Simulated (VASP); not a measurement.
# Hf (P6_3/mmc) in VASP: notebook

Hf is run at these levels: LDA; tasks: relaxation of cell and atoms.

Everything below comes from runs of VASP 6.6.1. Logs are shortened: lines on timing, memory, paths and dates and some standing lists are left out, and cuts for length are marked.

### 1 The cell of the first run

Symmetry: P6_3/mmc, No. 194, hexagonal system. The conventional cell has a = 2.972 Å, b = 2.972 Å, c = 4.767 Å, α = 90.00°, β = 90.00°, γ = 120.00°. Within 3.9 Å of Hf (site symmetry -6m2) lie 12 Hf at 2.94 to 2.97 Å.

### 2 Relaxation of cell and atoms, LDA, target pressure 35 GPa, at which the enthalpy is minimised

INCAR

```
PREC = Accurate
ENCUT = 600
EDIFF = 1E-6
ISMEAR = 0
SIGMA = 0.1
LREAL = F
LASPH = T
NELM = 80
ALGO = Fast
ISIF = 3
LWAVE = F
LCHARG = F
GGA = CA
IBRION = 2
NSW = 80
EDIFFG = -0.002
PSTRESS = 350.0
```

KPOINTS

```
Automatic mesh
0
Gamma
  16 16 10
```

POSCAR

```
Hf
1.0
    2.9716433512      0.0000000000      0.0000000000
   -1.4858216756      2.5735186331      0.0000000000
    0.0000000000      0.0000000000      4.7674253909
Hf
2
Direct
    0.3333333333      0.6666666667      0.2500000000
    0.6666666667      0.3333333333      0.7500000000
```

Potentials or basis: VASP PAW LDA potentials, release 64 (Hf_pv).

Command:

```sh
$ cat potpaw_LDA.64/Hf_pv/POTCAR > POTCAR
$ mpirun -np 1 vasp_std > vasp.out
```

OUTCAR:

```text
PREC = Accurate
   ENCUT = 600
   EDIFF = 1E-6
   ISMEAR = 0
   LREAL = F
   LASPH = T
   NELM = 80
   ISIF = 3
   GGA = CA
   IBRION = 2
   NSW = 80
   EDIFFG = -0.002
   PSTRESS = 350.0

 ion  position               nearest neighbor table
   1  0.333  0.667  0.250-   2 2.94   2 2.94   2 2.94   2 2.94   2 2.94   2 2.94
   2  0.667  0.333  0.750-   1 2.94   1 2.94   1 2.94   1 2.94   1 2.94   1 2.94

  LATTYP: Found a hexagonal cell.
 ALAT       =     2.9716433512
 C/A-ratio  =     1.6043060447

  Lattice vectors:

 A1 = (   2.9716433512,   0.0000000000,   0.0000000000)
 A2 = (  -1.4858216756,   2.5735186331,   0.0000000000)
 A3 = (   0.0000000000,   0.0000000000,   4.7674253909)

Analysis of symmetry for initial positions (statically):
=====================================================================
 Subroutine PRICEL returns:
 Original cell was already a primitive cell.

 Routine SETGRP: Setting up the symmetry group for a
 hexagonal supercell.

 Subroutine GETGRP returns: Found 24 space group operations
 (whereof 12 operations were pure point group operations)
 out of a pool of 24 trial point group operations.

The static configuration has the point symmetry D_3d.
 The point group associated with its full space group is D_6h.

Analysis of symmetry for dynamics (positions and initial velocities):
=====================================================================
 Subroutine PRICEL returns:
 Original cell was already a primitive cell.

 Routine SETGRP: Setting up the symmetry group for a
 hexagonal supercell.

 Subroutine GETGRP returns: Found 24 space group operations
 (whereof 12 operations were pure point group operations)
 out of a pool of 24 trial point group operations.

The dynamic configuration has the point symmetry D_3d.
 The point group associated with its full space group is D_6h.

 Subroutine INISYM returns: Found 24 space group operations
 (whereof 12 operations are pure point group operations),
 and found     1 'primitive' translations

----------------------------------------------------------------------------------------

                                     Primitive cell

  volume of cell :      36.4593

  direct lattice vectors                    reciprocal lattice vectors
     2.971643351  0.000000000  0.000000000     0.336514138  0.194286528  0.000000000
    -1.485821676  2.573518633  0.000000000     0.000000000  0.388573056  0.000000000
     0.000000000  0.000000000  4.767425391     0.000000000  0.000000000  0.209756822

  length of vectors
     2.971643351  2.971643351  4.767425391     0.388573056  0.388573056  0.209756822

  position of ions in fractional coordinates (direct lattice)
     0.333333333  0.666666667  0.250000000
     0.666666667  0.333333333  0.750000000

  ion indices of the primitive-cell ions
   primitive index   ion index
                 1           1
                 2           2

----------------------------------------------------------------------------------------

 KPOINTS: Automatic mesh

Automatic generation of k-mesh.
 Grid dimensions read from file:
 generate k-points for:   16   16   10

 Generating k-lattice:

  Cartesian coordinates                     Fractional coordinates (reciprocal lattice)
     0.021032134  0.012142908  0.000000000     0.062500000 -0.000000000  0.000000000
     0.000000000  0.024285816  0.000000000     0.000000000  0.062500000  0.000000000
     0.000000000  0.000000000  0.020975682     0.000000000  0.000000000  0.100000000

  Length of vectors
     0.024285816  0.024285816  0.020975682

  Shift w.r.t. Gamma in fractional coordinates (k-lattice)
     0.000000000  0.000000000  0.000000000

 Subroutine IBZKPT returns following result:
 ===========================================

 Found    180 irreducible k-points:

 Following reciprocal coordinates:
            Coordinates               Weight
  0.000000  0.000000  0.000000      1.000000
  0.062500  0.000000  0.000000      6.000000
  0.125000  0.000000  0.000000      6.000000
  0.187500  0.000000  0.000000      6.000000
  0.250000  0.000000  0.000000      6.000000
  0.312500  0.000000  0.000000      6.000000
[... 16 lines left out ...]
  0.187500  0.187500  0.000000      6.000000
  0.250000  0.187500  0.000000     12.000000
 [... further k-points ...]
   k-points           NKPTS =    180   k-points in BZ     NKDIM =    180   number of bands    NBANDS=     14
   number of dos      NEDOS =    301   number of ions     NIONS =      2
   total plane-waves  NPLWV =  23040
   dimension x,y,z NGX =    24 NGY =   24 NGZ =   40
   dimension x,y,z NGXF=    48 NGYF=   48 NGZF=   80
   ions per type =               2
   NGX,Y,Z   is equivalent  to a cutoff of  13.43, 13.43, 13.95 a.u.
   NGXF,Y,Z  is equivalent  to a cutoff of  26.85, 26.85, 27.90 a.u.
 SYSTEM =  unknown system
   PREC   = accura    normal or accurate (medium, high low for compatibility)
   ISTART =      0    job   : 0-new  1-cont  2-samecut
   ICHARG =      2    charge: 1-file 2-atom 10-const
   ISPIN  =      1    spin polarized calculation?
   LNONCOLLINEAR =      F non collinear calculations
   LSORBIT =      F    spin-orbit coupling
   LASPH  =      T    aspherical Exc in radial PAW
   ENCUT  =  600.0 eV  44.10 Ry    6.64 a.u.   5.94  5.94  9.52*2*pi/ulx,y,z
   NELM   =     80;   NELMIN=  2; NELMDL= -5     # of ELM steps
   EDIFF  = 0.1E-05   stopping-criterion for ELM
   LREAL  =      F    real-space projection
   EDIFFG = -.2E-02   stopping-criterion for IOM
   NSW    =     80    number of steps for IOM
   IBRION =      2    ionic relax: 0-MD 1-quasi-New 2-CG
   NFREE  =      1    steps in history (QN), initial steepest desc. (CG)
   ISIF   =      3    stress and relaxation
   ISYM   =      2    0-nonsym 1-usesym 2-fastsym
   POTIM  = 0.5000    time-step for ionic-motion
   TEBEG  =    0.0;   TEEND  =   0.0 temperature during run
   PSTRESS=  350.0 pullay stress
   NELECT =      20.0000    total number of electrons
   NUPDOWN=      -1.0000    fix difference up-down
   EMIN   =  10.00;   EMAX   =-10.00  energy-range for DOS
   EFERMI =   0.00;   METHOD = LEGACY
   ISMEAR =     0;   SIGMA  =   0.10  broadening in eV -4-tet -1-fermi 0-gaus
   EFERMI_NEDOS =   21; number of points for ismear=-14 and -15
   IALGO  =     68    algorithm
   IMIX   =      4    mixing-type and parameters
     AMIX     =   0.40;   BMIX     =  1.00
     AMIX_MAG =   1.60;   BMIX_MAG =  1.00
  volume/ion in A,a.u.               =      18.23       123.02
  Fermi-wavevector in a.u.,A,eV,Ry     =   1.340136  2.532490 24.435579  1.795964
  Thomas-Fermi vector in A             =   2.468473
   LORBIT       =      0    0 simple, 1 ext, 2 COOP (PROOUT), +10 PAW based schemes
   GGA     = CA    functional components
   LHFCALC =     F    Hartree Fock is set to
   AEXX    =    0.0000 exact exchange contribution
   IVDW    =     0    specifies the selected vdW correction
   LEPSILON=     F    determine dielectric tensor
   LRPA    =     F    only Hartree local field effects (RPA)
 conjugate gradient relaxation of ions
 non-spin polarized calculation
 RMM-DIIS sequential band-by-band and
 Gauss-broadening in eV      SIGMA  =   0.10
  energy-cutoff  :      600.00
  volume of cell :       36.46
 maximum number of plane-waves:      1234
 NGX is ok and might be reduce to    24
   NGX = 11   NGY = 11   NGZ = 19

--------------------------------------- Ionic step        1  -------------------------------------------

 number of electron      19.9999997 magnetization

 Free energy of the ion-electron system (eV)
  ---------------------------------------------------
  ext. energy  EPLUGINS =         0.00000000
  ---------------------------------------------------
  free energy    TOTEN  =       -21.09579616 eV

  energy without entropy =      -21.08803137  energy(sigma->0) =      -21.09191377

------------------------ aborting loop because EDIFF is reached ----------------------------------------

  FORCE on cell =-STRESS in cart. coord.  units (eV):
  Direction    XX          YY          ZZ          XY          YZ          ZX
  --------------------------------------------------------------------------------------
  -------------------------------------------------------------------------------------
  Total        4.6472553      4.6472553      4.6540315     -0.0000000     -0.0000000      0.0000000
  in kB      204.2204376    204.2204376    204.5182150     -0.0000000     -0.0000000      0.0000000
  external PRESSURE =    -145.6803033 kB  Pullay stress =     350.0000000 kB
[... 97 lines left out ...]
  energy  without entropy=      -20.6937550120  energy(sigma->0) =      -20.69751582

  enthalpy is  TOTEN    =       -13.2521642924 eV   P V=        7.4491123405

[... ionic steps 4 to 7 ...]

--------------------------------------- Ionic step        8  -------------------------------------------

 number of electron      20.0000001 magnetization

------------------------ aborting loop because EDIFF is reached ----------------------------------------
[... 71 lines left out ...]
--------------------------------------- Ionic step       10  -------------------------------------------

 number of electron      20.0000001 magnetization

 Free energy of the ion-electron system (eV)
  ---------------------------------------------------
  ext. energy  EPLUGINS =         0.00000000
  ---------------------------------------------------
  free energy    TOTEN  =       -20.65954949 eV

  energy without entropy =      -20.65178632  energy(sigma->0) =      -20.65566791

 E-fermi :   6.9668     XC(G=0): -12.7964

 val. band max:        6.9632760627   @ k =   0.3750   0.2500   0.4000
 cond. band min:       6.9771355415   @ k =   0.0625   0.0000   0.4000
 fundamental gap:      0.0138594788
 Fermi energy:         6.9667608563

 k-point     1 :       0.0000    0.0000    0.0000
  band No.  band energies     occupation
      1     -24.1227      2.00000
      2     -22.3417      2.00000
      3     -22.3417      2.00000
      4     -22.1013      2.00000
      5     -22.0803      2.00000
      6     -22.0803      2.00000
      7      -1.1813      2.00000
      8       2.2541      2.00000
      9       8.1035      0.00000
     10       8.1035      0.00000
     11       8.1147      0.00000
     12       8.9321      0.00000
     13       9.1822      0.00000
     14       9.1822      0.00000
[... 377 lines left out ...]
      1     -23.4984      2.00000
      2     -23.4026      2.00000
      3     -23.3552      2.00000
      4     -22.8256      2.00000
      5     -22.5240      2.00000
      6     -22.4678      2.00000
      7       3.3098      2.00000
      8       4.2810      2.00000
      9       4.6762      2.00000
     10       5.5213      2.00000
     11       7.1644      0.00520
     12       8.1173      0.00000
     13       8.6215      0.00000
     14      11.4159      0.00000

 [... further k-points ...]
[... 5 lines left out ...]
  --------------------------------------------------------------------------------------
  -------------------------------------------------------------------------------------
  Total        7.4031154      7.4031154      7.4037485      0.0000000     -0.0000000      0.0000000
  in kB      349.8927066    349.8927066    349.9226249      0.0000000     -0.0000000      0.0000000
  external PRESSURE =      -0.0973206 kB  Pullay stress =     350.0000000 kB
[... 21 lines left out ...]
  energy  without entropy=      -20.6517863181  energy(sigma->0) =      -20.65566791

  enthalpy is  TOTEN    =       -13.2541639091 eV   P V=        7.4053855834

 reached required accuracy - stopping structural energy minimisation
```

Wall time 4.5 min (1 thread of AMD EPYC 9R45 (Zen 5), shared host); peak memory 0.2 GiB.

Results:

| Item | Value |
| --- | --- |
| Free energy | -20.6595 eV |
| Relaxed volume | 16.95 Å³/atom |
| Relaxed cell | a = 2.890 Å, b = 2.890 Å, c = 4.688 Å, α = 90.00°, β = 90.00°, γ = 120.00° |
| Space group after relaxing (to 0.1 Å) | P6_3/mmc (No. 194) |
| Energy change on relaxing (the run minimises the enthalpy) | +218.1 meV/atom |
| Ionic steps | 10 |
| Pressure after relaxing | 35.0 GPa |
| Band gap on the k mesh | zero (bands 10 and 11 overlap by 1.66 eV) |

The path:
```
step  energy change (eV)  largest force (eV/Å)  pressure (GPa)  volume (Å³)
   1              0.0000                0.0000           20.43        36.46
   2              2.4549                0.0000           88.19        28.39
   3              0.3945                0.0000           33.94        34.10
   4              0.4249                0.0000           34.86        33.96
   5              0.4355                0.0000           35.20        33.91
   6              0.4395                0.0000           35.17        33.88
   7              0.4420                0.0000           35.16        33.87
   8              0.4413                0.0000           35.17        33.88
   9              0.4241                0.0000           34.67        33.96
  10              0.4362                0.0000           34.99        33.90
```

Final structure:
```
Hf
1.0
     2.88955    0.00000    0.00000
    -1.44477    2.50242    0.00000
     0.00000    0.00000    4.68814
Hf
2
Direct
  0.33333 0.66667 0.25000
  0.66667 0.33333 0.75000
```

Levels at points of the mesh, in eV from the Fermi level:
```
           k point  band 8  band 9  band 10  band 11  band 12  band 13
(0.00, 0.00, 0.00)   -4.71    1.14     1.14     1.15     1.97     2.22
(0.50, 0.00, 0.00)   -3.84   -3.33     0.20     0.75     1.09     2.09
(0.00, 0.00, 0.50)   -5.71   -0.07    -0.07     1.05     1.05     1.05
(0.50, 0.00, 0.50)   -4.45   -1.81    -1.81     2.66     2.66     3.33
```

Caveat: the cell is relaxed towards a set pressure, so the run minimises the enthalpy, not the energy; spin-orbit coupling is left out, which moves the levels of the heavy elements. LDA usually gives volumes a few per cent too small.

(Part 1 of 2 ends here.)
